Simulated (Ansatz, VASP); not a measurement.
Re: VASP beside Ansatz

```
Re
1.0
     2.61718    0.00000    0.00000
     0.00000    2.61718    0.00000
     0.00000    0.00000    2.61718
Re
1
Direct
  0.00000 0.00000 0.00000
```

Alike in both runs: task single point; functional BLYP; k mesh 13 × 13 × 13; occupations fermi-dirac, width 0.1 eV; no spin polarisation.

|  | VASP | Ansatz |
| --- | --- | --- |
| version | VASP 6.6.1 | Ansatz 0.2.0 |
| potentials or method | VASP PAW PBE potentials, release 64 (Re), cutoff 520 eV | plane waves (420 eV) with PAW, scalar-relativistic |
| valence electrons in the cell | 7 | 15 |

|  | VASP | Ansatz | Ansatz less VASP |
| --- | --- | --- | --- |
| pressure (GPa) | 0.7 | 0.0 | -0.69 |

VASP's potentials were made for PBE, not for BLYP. VASP's potentials hold 7 valence electrons a cell and Ansatz's 15, so a difference there can come from the potentials and not from the codes.

Neither program's run includes spin-orbit coupling.
